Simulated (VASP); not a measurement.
# GaN (Pmm2) in VASP: single point with r2SCAN

Aim: the single point of GaN with r2SCAN.

Everything below comes from runs of VASP 6.6.1. Logs are shortened: lines on timing, memory, paths and dates and some standing lists are left out, and cuts for length are marked.

## 1. The cell of the first run

It takes space group Pmm2 (No. 25, orthorhombic). The conventional cell has a = 3.180 Å, b = 3.180 Å, c = 9.246 Å, α = 90.00°, β = 90.00°, γ = 90.00°. Ga (site symmetry mm2) has 4 N at 1.95 Å within 2.6 Å. Within 2.6 Å of Ga (site symmetry mm2) lie 4 N at 1.95 Å. Within 2.6 Å of Ga (site symmetry mm2) lie 4 N at 1.95 Å. Ga (site symmetry mm2) has 4 N at 1.95 to 2.10 Å within 2.6 Å. Within 2.6 Å of N (site symmetry mm2) lie 4 Ga at 1.95 Å. Within 2.6 Å of N (site symmetry mm2) lie 4 Ga at 1.95 Å. Within 2.6 Å of N (site symmetry mm2) lie 4 Ga at 1.95 Å. N (site symmetry mm2) has 4 Ga at 1.95 to 2.10 Å within 2.6 Å.

## 2. Single point, r2SCAN (the distance across one plane changed)

Input file POSCAR:

```
GaN
1.0
   -2.2489367689     -2.2489367689      0.0000000000
    2.2489367689     -2.2489367689      0.0000000000
    0.0000000000      0.0000000000      9.2457470756
Ga N
4 4
Direct
    0.5000000000      0.5000000000      0.1824301014
    0.0000000000      0.0000000000      0.4256702366
    0.5000000000      0.5000000000      0.6689103719
    0.0000000000      0.0000000000      0.9121505071
    0.5000000000      0.0000000000      0.3040501690
    0.0000000000      0.5000000000      0.5472903043
    0.5000000000      0.0000000000      0.7905304395
    0.0000000000      0.5000000000      0.0608100338
```

Input file INCAR.step1:

```
PREC = Accurate ; ENCUT = 520
ISMEAR = 0 ; SIGMA = 0.05
LREAL = F ; LASPH = T
NELM = 100 ; NBANDS = 46
GGA = PE ; ALGO = Normal
EDIFF = 1E-4 ; LWAVE = T
LCHARG = F
```

Input file INCAR.step2:

```
PREC = Accurate ; ENCUT = 520
EDIFF = 1E-6 ; ISMEAR = 0
SIGMA = 0.05 ; LREAL = F
LASPH = T ; NELM = 100
ALGO = Normal ; ISIF = 2
LWAVE = F ; LCHARG = F
METAGGA = R2SCAN ; LMIXTAU = T
NBANDS = 46 ; ISTART = 1
```

Input file KPOINTS:

```
regular mesh
0
Gamma
  8 8 3
```

Potentials or basis: VASP PAW PBE potentials, release 64 (Ga_d, N).

Command:

```sh
> cat potpaw_PBE.64/Ga_d/POTCAR potpaw_PBE.64/N/POTCAR > POTCAR
> cp INCAR.step1 INCAR
> mpirun -np 1 vasp_std > vasp.out
> cp INCAR.step2 INCAR
> mpirun -np 1 vasp_std > vasp.out
```

OUTCAR:

```text
PREC = Accurate
   ENCUT = 520
   EDIFF = 1E-6
   ISMEAR = 0
   LREAL = F
   LASPH = T
   NELM = 100
   ISIF = 2
   METAGGA = R2SCAN
   ISTART = 1

 ion  position               nearest neighbor table
   1  0.500  0.500  0.182-   5 1.95   8 1.95   5 1.95   8 1.95
   2  0.000  0.000  0.426-   5 1.95   5 1.95   6 1.95   6 1.95
   3  0.500  0.500  0.669-   6 1.95   6 1.95   7 1.95   7 1.95
   4  0.000  0.000  0.912-   7 1.95   7 1.95   8 2.10   8 2.10
   5  0.500  0.000  0.304-   1 1.95   2 1.95   1 1.95   2 1.95
   6  0.000  0.500  0.547-   3 1.95   3 1.95   2 1.95   2 1.95
   7  0.500  0.000  0.791-   4 1.95   4 1.95   3 1.95   3 1.95
   8  0.000  0.500  0.061-   1 1.95   1 1.95   4 2.10   4 2.10

  LATTYP: Found a simple tetragonal cell.
 ALAT       =     3.1804768795
 C/A-ratio  =     2.9070316892

  Lattice vectors:

 A1 = (  -2.2489367689,  -2.2489367689,   0.0000000000)
 A2 = (   2.2489367689,  -2.2489367689,   0.0000000000)
 A3 = (   0.0000000000,   0.0000000000,   9.2457470756)

Analysis of symmetry for initial positions (statically):
=====================================================================
 Subroutine PRICEL returns:
 Original cell was already a primitive cell.

 Routine SETGRP: Setting up the symmetry group for a
 simple tetragonal supercell.

 Subroutine GETGRP returns: Found  4 space group operations
 (whereof  4 operations were pure point group operations)
 out of a pool of 16 trial point group operations.

The static configuration has the point symmetry C_2v.

Analysis of symmetry for dynamics (positions and initial velocities):
=====================================================================
 Subroutine PRICEL returns:
 Original cell was already a primitive cell.

 Routine SETGRP: Setting up the symmetry group for a
 simple tetragonal supercell.

 Subroutine GETGRP returns: Found  4 space group operations
 (whereof  4 operations were pure point group operations)
 out of a pool of 16 trial point group operations.

The dynamic configuration has the point symmetry C_2v.

 Subroutine INISYM returns: Found  4 space group operations
 (whereof  4 operations are pure point group operations),
 and found     1 'primitive' translations

----------------------------------------------------------------------------------------

[... 102 lines left out ...]
   ENCUT  =  520.0 eV  38.22 Ry    6.18 a.u.   5.91  5.91 17.19*2*pi/ulx,y,z
   NELM   =    100;   NELMIN=  2; NELMDL=  0     # of ELM steps
   EDIFF  = 0.1E-05   stopping-criterion for ELM
   LREAL  =      F    real-space projection
   EDIFFG = 0.1E-04   stopping-criterion for IOM
   NSW    =      0    number of steps for IOM
   IBRION =     -1    ionic relax: 0-MD 1-quasi-New 2-CG
   NFREE  =      0    steps in history (QN), initial steepest desc. (CG)
   ISIF   =      2    stress and relaxation
   ISYM   =      2    0-nonsym 1-usesym 2-fastsym
   POTIM  = 0.5000    time-step for ionic-motion
   TEBEG  =    0.0;   TEEND  =   0.0 temperature during run
   PSTRESS=    0.0 pullay stress
   NELECT =      72.0000    total number of electrons
   NUPDOWN=      -1.0000    fix difference up-down
   EMIN   =  10.00;   EMAX   =-10.00  energy-range for DOS
   EFERMI =   0.00;   METHOD = LEGACY
   ISMEAR =     0;   SIGMA  =   0.05  broadening in eV -4-tet -1-fermi 0-gaus
   EFERMI_NEDOS =   21; number of points for ismear=-14 and -15
   IALGO  =     38    algorithm
   IMIX   =      4    mixing-type and parameters
     AMIX     =   0.40;   BMIX     =  1.00
     AMIX_MAG =   1.60;   BMIX_MAG =  1.00
  volume/ion in A,a.u.               =      11.69        78.89
  Fermi-wavevector in a.u.,A,eV,Ry     =   1.500411  2.835365 30.629876  2.251232
  Thomas-Fermi vector in A             =   2.611915
   LORBIT       =      0    0 simple, 1 ext, 2 COOP (PROOUT), +10 PAW based schemes
   METAGGA = R2SCAN    functional components
   LHFCALC =     F    Hartree Fock is set to
   AEXX    =    0.0000 exact exchange contribution
   IVDW    =     0    specifies the selected vdW correction
   LEPSILON=     F    determine dielectric tensor
   LRPA    =     F    only Hartree local field effects (RPA)
 non-spin polarized calculation
 Gauss-broadening in eV      SIGMA  =   0.05
  energy-cutoff  :      520.00
  volume of cell :       93.52
 maximum number of plane-waves:      2552
   NGX = 11   NGY = 11   NGZ = 35

 number of electron      71.9999982 magnetization

 Free energy of the ion-electron system (eV)
  ---------------------------------------------------
  ext. energy  EPLUGINS =         0.00000000
  ---------------------------------------------------
  free energy    TOTEN  =       -87.23336756 eV

  energy without entropy =      -87.23336756  energy(sigma->0) =      -87.23336756

 E-fermi :   5.3235     XC(G=0): -12.5089

 val. band max:        5.0769515631   @ k =   0.0000   0.0000   0.0000
 cond. band min:       6.6908096421   @ k =   0.0000   0.0000   0.0000
 fundamental gap:      1.6138580790
 Fermi energy:         5.3235245023

 k-point     1 :       0.0000    0.0000    0.0000
  band No.  band energies     occupation
      1     -11.9931      2.00000
      2     -11.3789      2.00000
      3     -11.0162      2.00000
      4     -10.3367      2.00000
      5      -9.2166      2.00000
      6      -9.2092      2.00000
[... 1165 lines left out ...]
     45      14.8721      0.00000
     46      15.2822      0.00000

 [... further k-points ...]
[... 5 lines left out ...]
  --------------------------------------------------------------------------------------
  -------------------------------------------------------------------------------------
  Total       -0.9155934     -0.9155934     -3.8482283      0.4515727      0.0000000      0.0000000
  in kB      -15.6850794    -15.6850794    -65.9242069      7.7359159      0.0000000      0.0000000
  external PRESSURE =     -32.4314552 kB  Pullay stress =       0.0000000 kB

 VOLUME and BASIS-vectors are now :
 -----------------------------------------------------------------------------
  energy-cutoff  :      520.00
  volume of cell :       93.52
      direct lattice vectors                 reciprocal lattice vectors
    -2.248936769 -2.248936769  0.000000000    -0.222327282 -0.222327282  0.000000000
     2.248936769 -2.248936769  0.000000000     0.222327282 -0.222327282  0.000000000
     0.000000000  0.000000000  9.245747076     0.000000000  0.000000000  0.108157836

 POSITION                                       TOTAL-FORCE (eV/Angst)
 -----------------------------------------------------------------------------------
      0.00000     -2.24894      1.68670         0.000000      0.000000     -0.810060
      0.00000      0.00000      3.93564        -0.000000     -0.000000     -0.301542
      0.00000     -2.24894      6.18458         0.000000      0.000000     -0.309839
      0.00000      0.00000      8.43351         0.000000      0.000000      2.613380
     -1.12447     -1.12447      2.81117         0.000000      0.000000      0.319189
      1.12447     -1.12447      5.06011         0.000000      0.000000      0.311500
     -1.12447     -1.12447      7.30904         0.000000      0.000000      0.328577
      1.12447     -1.12447      0.56223         0.000000      0.000000     -2.151205
 -----------------------------------------------------------------------------------
    total drift:                               -0.000000      0.000000      0.067346

  FREE ENERGIE OF THE ION-ELECTRON SYSTEM (eV)
  ---------------------------------------------------
  free  energy   TOTEN  =       -87.2333675560 eV

  energy  without entropy=      -87.2333675560  energy(sigma->0) =      -87.23336756
```

OUTCAR.step1:

```text
PREC = Accurate
   ENCUT = 520
   ISMEAR = 0
   LREAL = F
[... 1421 lines left out ...]
     -1.12447     -1.12447      2.81117        -0.000000     -0.000000      0.303811
      1.12447     -1.12447      5.06011         0.000000      0.000000      0.293474
     -1.12447     -1.12447      7.30904        -0.000000     -0.000000      0.320349
      1.12447     -1.12447      0.56223        -0.000000     -0.000000     -2.036026
 -----------------------------------------------------------------------------------
    total drift:                               -0.000000      0.000000     -0.000304

  FREE ENERGIE OF THE ION-ELECTRON SYSTEM (eV)
  ---------------------------------------------------
  free  energy   TOTEN  =       -48.2967246668 eV

  energy  without entropy=      -48.2967246668  energy(sigma->0) =      -48.29672467
```

It took 5.2 min on 1 thread of Intel Xeon Platinum 8488C (Sapphire Rapids), shared host; peak memory 0.3 GiB.

Results:

| Property | Result |
| --- | --- |
| Free energy | -87.2334 eV |
| Pressure | -3.2 GPa |
| Largest force | 2.613 eV/Å |
| Band gap on the k mesh | 1.61 eV |

Forces on the atoms (eV/Å):
```
Ga   0.000  0.000 -0.810
Ga   0.000  0.000 -0.302
Ga   0.000  0.000 -0.310
Ga   0.000  0.000  2.613
N    0.000  0.000  0.319
N    0.000  0.000  0.311
N    0.000  0.000  0.329
N    0.000  0.000 -2.151
```

Levels at points of the mesh, in eV from the valence-band top:
```csv
k point,band 33,band 34,band 35,band 36,band 37,band 38,band 39,band 40
"(0.00, 0.00, 0.00)",-1.36,-0.37,-0.21,0.00,1.61,3.52,4.55,4.87
"(0.50, 0.00, 0.00)",-1.42,-1.37,-1.14,-0.23,4.54,4.72,6.42,6.76
"(0.00, 0.50, 0.00)",-1.27,-1.23,-1.18,-0.72,4.40,4.67,6.60,6.62
"(0.50, 0.50, 0.00)",-3.14,-2.99,-2.86,-2.80,2.99,3.71,6.11,6.15
```

Caveat: the cell differs from its parent crystal (the distance across one plane changed); the stress differs along the axes, from -7 to -2 GPa; the PAW data sets were made with another functional, which shifts forces and pressure a little.
